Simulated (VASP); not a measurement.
# BeZn3Te4 (P-4m2) in VASP: single point with r2SCAN

Aim: the single point of BeZn3Te4 with r2SCAN.

Program: VASP 6.6.1. These are calculated values, not measurements. Logs are shortened: lines on timing, memory, paths and dates and some standing lists are left out, and cuts for length are marked.

## (1) The cell of the first run

Symmetry: P-4m2, No. 115, tetragonal system. Conventional cell: a = 4.270 Å, b = 4.270 Å, c = 12.162 Å, α = 90.00°, β = 90.00°, γ = 90.00°. Be (site symmetry -4m2) has 4 Te at 2.51 Å within 3.3 Å. Zn (site symmetry 2mm) has 4 Te at 2.66 Å within 3.5 Å. Zn (site symmetry -4m2) has 4 Te at 2.66 Å within 3.5 Å. Within 3.3 Å of Te (site symmetry 2mm) lie 2 Be at 2.51 Å and 2 Zn at 2.66 Å. Within 3.5 Å of Te (site symmetry 2mm) lie 4 Zn at 2.66 Å.

## (2) Single point, r2SCAN

Contents of POSCAR:

```
BeZn3Te4
1.0
    4.2697298000      0.0000000000      0.0000000000
    0.0000000000      4.2697298000      0.0000000000
    0.0000000000      0.0000000000     12.1619625000
Be Zn Te
1 3 4
Direct
    0.5000000000      0.5000000000      0.5000000000
    0.0000000000      0.0000000000      0.7401570000
    0.0000000000      0.0000000000      0.2598430000
    0.5000000000      0.5000000000      0.0000000000
    0.5000000000      0.0000000000      0.6091440000
    0.0000000000      0.5000000000      0.3908560000
    0.5000000000      0.0000000000      0.1299920000
    0.0000000000      0.5000000000      0.8700080000
```

Contents of INCAR.step1:

```
SYSTEM = BeZn3Te4
PREC = Accurate ; ENCUT = 520
ISMEAR = 0 ; SIGMA = 0.02
LREAL = .False. ; LASPH = .True.
NELM = 80 ; NBANDS = 41
GGA = PE ; ALGO = Normal
EDIFF = 1E-4 ; LWAVE = .True.
LCHARG = .False.
```

Contents of INCAR.step2:

```
SYSTEM = BeZn3Te4
PREC = Accurate ; ENCUT = 520
EDIFF = 1E-6 ; ISMEAR = 0
SIGMA = 0.02 ; LREAL = .False.
LASPH = .True. ; NELM = 80
ALGO = Normal ; ISIF = 2
LWAVE = .False. ; LCHARG = .False.
METAGGA = R2SCAN ; LMIXTAU = .True.
NBANDS = 41 ; ISTART = 1
```

Contents of KPOINTS:

```
Automatic mesh
0
Gamma
  6 6 4
  0 0 0
```

Potentials or basis: VASP PAW PBE potentials, release 64 (Be, Zn, Te).

Run with:

```sh
> cat potpaw_PBE.64/Be/POTCAR potpaw_PBE.64/Zn/POTCAR potpaw_PBE.64/Te/POTCAR > POTCAR
> cp INCAR.step1 INCAR
> mpirun -np 1 vasp_std > vasp.out
> cp INCAR.step2 INCAR
> mpirun -np 1 vasp_std > vasp.out
```

OUTCAR:

```text
SYSTEM = BeZn3Te4
   PREC = Accurate
   ENCUT = 520
   EDIFF = 1E-6
   ISMEAR = 0
   LREAL = .False.
   LASPH = .True.
   NELM = 80
   ISIF = 2
   METAGGA = R2SCAN
   ISTART = 1

 ion  position               nearest neighbor table
   1  0.500  0.500  0.500-   5 2.51   6 2.51   5 2.51   6 2.51
   2  0.000  0.000  0.740-   8 2.66   8 2.66   5 2.66   5 2.66
   3  0.000  0.000  0.260-   7 2.66   7 2.66   6 2.66   6 2.66
   4  0.500  0.500  0.000-   7 2.66   8 2.66   7 2.66   8 2.66
   5  0.500  0.000  0.609-   1 2.51   1 2.51   2 2.66   2 2.66
   6  0.000  0.500  0.391-   1 2.51   1 2.51   3 2.66   3 2.66
   7  0.500  0.000  0.130-   3 2.66   3 2.66   4 2.66   4 2.66
   8  0.000  0.500  0.870-   2 2.66   2 2.66   4 2.66   4 2.66

  LATTYP: Found a simple tetragonal cell.
 ALAT       =     4.2697298000
 C/A-ratio  =     2.8484150215

  Lattice vectors:

 A1 = (   4.2697298000,   0.0000000000,   0.0000000000)
 A2 = (   0.0000000000,   4.2697298000,   0.0000000000)
 A3 = (   0.0000000000,   0.0000000000,  12.1619625000)

Analysis of symmetry for initial positions (statically):
=====================================================================
 Subroutine PRICEL returns:
 Original cell was already a primitive cell.

 Routine SETGRP: Setting up the symmetry group for a
 simple tetragonal supercell.

 Subroutine GETGRP returns: Found  8 space group operations
 (whereof  8 operations were pure point group operations)
 out of a pool of 16 trial point group operations.

The static configuration has the point symmetry D_2d.

Analysis of symmetry for dynamics (positions and initial velocities):
=====================================================================
 Subroutine PRICEL returns:
 Original cell was already a primitive cell.

 Routine SETGRP: Setting up the symmetry group for a
 simple tetragonal supercell.

 Subroutine GETGRP returns: Found  8 space group operations
 (whereof  8 operations were pure point group operations)
 out of a pool of 16 trial point group operations.

The dynamic configuration has the point symmetry D_2d.

 Subroutine INISYM returns: Found  8 space group operations
 (whereof  8 operations are pure point group operations),
 and found     1 'primitive' translations

----------------------------------------------------------------------------------------

                                     Primitive cell

  volume of cell :     221.7198

  direct lattice vectors                    reciprocal lattice vectors
     4.269729800  0.000000000  0.000000000     0.234206858  0.000000000  0.000000000
     0.000000000  4.269729800  0.000000000     0.000000000  0.234206858  0.000000000
     0.000000000  0.000000000 12.161962500     0.000000000  0.000000000  0.082223572

  length of vectors
     4.269729800  4.269729800 12.161962500     0.234206858  0.234206858  0.082223572

  position of ions in fractional coordinates (direct lattice)
     0.500000000  0.500000000  0.500000000
     0.000000000  0.000000000  0.740157000
     0.000000000  0.000000000  0.259843000
     0.500000000  0.500000000  0.000000000
     0.500000000  0.000000000  0.609144000
     0.000000000  0.500000000  0.390856000
     0.500000000  0.000000000  0.129992000
     0.000000000  0.500000000  0.870008000

  ion indices of the primitive-cell ions
   primitive index   ion index
                 1           1
                 2           2
                 3           3
                 4           4
                 5           5
                 6           6
                 7           7
                 8           8

----------------------------------------------------------------------------------------

 KPOINTS: Automatic mesh

Automatic generation of k-mesh.
 Grid dimensions read from file:
 generate k-points for:    6    6    4

 Generating k-lattice:

  Cartesian coordinates                     Fractional coordinates (reciprocal lattice)
     0.039034476  0.000000000  0.000000000     0.166666667  0.000000000  0.000000000
     0.000000000  0.039034476  0.000000000     0.000000000  0.166666667  0.000000000
     0.000000000  0.000000000  0.020555893     0.000000000  0.000000000  0.250000000

  Length of vectors
     0.039034476  0.039034476  0.020555893

  Shift w.r.t. Gamma in fractional coordinates (k-lattice)
     0.000000000  0.000000000  0.000000000

 Subroutine IBZKPT returns following result:
 ===========================================

 Found     30 irreducible k-points:

 Following reciprocal coordinates:
            Coordinates               Weight
  0.000000  0.000000  0.000000      1.000000
  0.166667  0.000000  0.000000      4.000000
  0.333333  0.000000  0.000000      4.000000
  0.500000  0.000000  0.000000      2.000000
  0.166667  0.166667  0.000000      4.000000
  0.333333  0.166667  0.000000      8.000000
[... 16 lines left out ...]
  0.333333  0.000000  0.500000      4.000000
  0.500000  0.000000  0.500000      2.000000
 [... further k-points ...]
   k-points           NKPTS =     30   k-points in BZ     NKDIM =     30   number of bands    NBANDS=     41
   number of dos      NEDOS =    301   number of ions     NIONS =      8
   total plane-waves  NPLWV =  92160
   dimension x,y,z NGX =    32 NGY =   32 NGZ =   90
   dimension x,y,z NGXF=    64 NGYF=   64 NGZF=  180
   ions per type =               1   3   4
   NGX,Y,Z   is equivalent  to a cutoff of  12.46, 12.46, 12.30 a.u.
   NGXF,Y,Z  is equivalent  to a cutoff of  24.92, 24.92, 24.60 a.u.
 SYSTEM =  BeZn3Te4
   PREC   = accura    normal or accurate (medium, high low for compatibility)
   ISTART =      1    job   : 0-new  1-cont  2-samecut
   ICHARG =      0    charge: 1-file 2-atom 10-const
   ISPIN  =      1    spin polarized calculation?
   LNONCOLLINEAR =      F non collinear calculations
   LSORBIT =      F    spin-orbit coupling
   LASPH  =      T    aspherical Exc in radial PAW
   ENCUT  =  520.0 eV  38.22 Ry    6.18 a.u.   7.94  7.94 22.61*2*pi/ulx,y,z
   NELM   =     80;   NELMIN=  2; NELMDL=  0     # of ELM steps
   EDIFF  = 0.1E-05   stopping-criterion for ELM
   LREAL  =      F    real-space projection
   EDIFFG = 0.1E-04   stopping-criterion for IOM
   NSW    =      0    number of steps for IOM
   IBRION =     -1    ionic relax: 0-MD 1-quasi-New 2-CG
   NFREE  =      0    steps in history (QN), initial steepest desc. (CG)
   ISIF   =      2    stress and relaxation
   ISYM   =      2    0-nonsym 1-usesym 2-fastsym
   POTIM  = 0.5000    time-step for ionic-motion
   TEBEG  =    0.0;   TEEND  =   0.0 temperature during run
   PSTRESS=    0.0 pullay stress
   NELECT =      62.0000    total number of electrons
   NUPDOWN=      -1.0000    fix difference up-down
   EMIN   =  10.00;   EMAX   =-10.00  energy-range for DOS
   EFERMI =   0.00;   METHOD = LEGACY
   ISMEAR =     0;   SIGMA  =   0.02  broadening in eV -4-tet -1-fermi 0-gaus
   EFERMI_NEDOS =   21; number of points for ismear=-14 and -15
   IALGO  =     38    algorithm
   IMIX   =      4    mixing-type and parameters
     AMIX     =   0.40;   BMIX     =  1.00
     AMIX_MAG =   1.60;   BMIX_MAG =  1.00
  volume/ion in A,a.u.               =      27.71       187.03
  Fermi-wavevector in a.u.,A,eV,Ry     =   1.070542  2.023032 15.593110  1.146061
  Thomas-Fermi vector in A             =   2.206256
   LORBIT       =      0    0 simple, 1 ext, 2 COOP (PROOUT), +10 PAW based schemes
   METAGGA = R2SCAN    functional components
   LHFCALC =     F    Hartree Fock is set to
   AEXX    =    0.0000 exact exchange contribution
   IVDW    =     0    specifies the selected vdW correction
   LEPSILON=     F    determine dielectric tensor
   LRPA    =     F    only Hartree local field effects (RPA)
 non-spin polarized calculation
 Gauss-broadening in eV      SIGMA  =   0.02
  energy-cutoff  :      520.00
  volume of cell :      221.72
 maximum number of plane-waves:      6040
 NGX is ok and might be reduce to    32
   NGX = 15   NGY = 15   NGZ = 45

 number of electron      62.0000085 magnetization

 Free energy of the ion-electron system (eV)
  ---------------------------------------------------
  ext. energy  EPLUGINS =         0.00000000
  ---------------------------------------------------
  free energy    TOTEN  =      -136.90531200 eV

  energy without entropy =     -136.90531200  energy(sigma->0) =     -136.90531200

 E-fermi :   3.2547     XC(G=0):  -9.3677

 val. band max:        3.1153124742   @ k =   0.0000   0.0000   0.0000
 cond. band min:       5.1831135664   @ k =   0.0000   0.0000   0.0000
 fundamental gap:      2.0678010923
 Fermi energy:         3.2546747990

 k-point     1 :       0.0000    0.0000    0.0000
  band No.  band energies     occupation
      1      -9.0537      2.00000
      2      -8.5280      2.00000
      3      -8.3836      2.00000
      4      -7.6895      2.00000
      5      -3.9310      2.00000
      6      -3.9118      2.00000
[... 33 lines left out ...]
     40       7.6986      0.00000
     41       7.8038      0.00000

 k-point     2 :       0.1667    0.0000    0.0000
  band No.  band energies     occupation
      1      -8.9152      2.00000
      2      -8.4330      2.00000
      3      -8.3010      2.00000
      4      -7.6957      2.00000
      5      -3.9148      2.00000
      6      -3.9062      2.00000
[... 33 lines left out ...]
     40       7.9386      0.00000
     41       8.4767      0.00000

 k-point     3 :       0.3333    0.0000    0.0000
  band No.  band energies     occupation
      1      -8.5466      2.00000
      2      -8.2168      2.00000
      3      -8.1309      2.00000
      4      -7.7926      2.00000
      5      -3.8942      2.00000
      6      -3.8866      2.00000
[... 875 lines left out ...]
      2      -8.3811      2.00000
      3      -7.9590      2.00000
      4      -7.8567      2.00000
      5      -3.8921      2.00000
      6      -3.8875      2.00000
[... 33 lines left out ...]
     40       8.6367      0.00000
     41       8.6802      0.00000

 k-point    24 :       0.5000    0.0000    0.5000
  band No.  band energies     occupation
      1      -8.0974      2.00000
      2      -8.0860      2.00000
      3      -8.0785      2.00000
      4      -8.0756      2.00000
      5      -3.8815      2.00000
      6      -3.8811      2.00000
[... 33 lines left out ...]
     40       8.5826      0.00000
     41       8.7882      0.00000

 [... further k-points ...]

------------------------ aborting loop because EDIFF is reached ----------------------------------------

  FORCE on cell =-STRESS in cart. coord.  units (eV):
  Direction    XX          YY          ZZ          XY          YZ          ZX
  --------------------------------------------------------------------------------------
  -------------------------------------------------------------------------------------
  Total       -1.5883199     -1.5883199     -1.7061286      0.0000000      0.0000000      0.0000000
  in kB      -11.4774158    -11.4774158    -12.3287174      0.0000000      0.0000000      0.0000000
  external PRESSURE =     -11.7611830 kB  Pullay stress =       0.0000000 kB

 VOLUME and BASIS-vectors are now :
 -----------------------------------------------------------------------------
  energy-cutoff  :      520.00
  volume of cell :      221.72
      direct lattice vectors                 reciprocal lattice vectors
     4.269729800  0.000000000  0.000000000     0.234206858  0.000000000  0.000000000
     0.000000000  4.269729800  0.000000000     0.000000000  0.234206858  0.000000000
     0.000000000  0.000000000 12.161962500     0.000000000  0.000000000  0.082223572

 POSITION                                       TOTAL-FORCE (eV/Angst)
 -----------------------------------------------------------------------------------
      2.13486      2.13486      6.08098         0.000000      0.000000     -0.000000
      0.00000      0.00000      9.00176         0.000000      0.000000      0.004698
      0.00000      0.00000      3.16020         0.000000      0.000000     -0.004698
      2.13486      2.13486      0.00000         0.000000     -0.000000     -0.000000
      2.13486      0.00000      7.40839         0.000000      0.000000      0.154587
      0.00000      2.13486      4.75358         0.000000      0.000000     -0.154587
      2.13486      0.00000      1.58096         0.000000      0.000000     -0.000752
      0.00000      2.13486     10.58100         0.000000      0.000000      0.000752
 -----------------------------------------------------------------------------------
    total drift:                                0.000000     -0.000000      0.000000

  FREE ENERGIE OF THE ION-ELECTRON SYSTEM (eV)
  ---------------------------------------------------
  free  energy   TOTEN  =      -136.9053120008 eV

  energy  without entropy=     -136.9053120008  energy(sigma->0) =     -136.90531200
```

Wall time 7.2 min (1 thread of Intel Xeon 6975P-C (Granite Rapids), shared host); peak memory 0.47 GiB.

Results:

```
Free energy            : -136.9053 eV
Pressure               : -1.2 GPa
Largest force          : 0.155 eV/Å
Band gap on the k mesh : 2.07 eV, direct
```

Forces in eV/Å, atoms in the order of the input:
```
Be   0.000  0.000  0.000
Zn   0.000  0.000  0.005
Zn   0.000  0.000 -0.005
Zn   0.000  0.000  0.000
Te   0.000  0.000  0.155
Te   0.000  0.000 -0.155
Te   0.000  0.000 -0.001
Te   0.000  0.000  0.001
```

Caveat: the PAW data sets were made with another functional, which shifts forces and pressure a little; spin-orbit coupling is left out, which moves the levels of the heavy elements. A k mesh can miss the band edges.
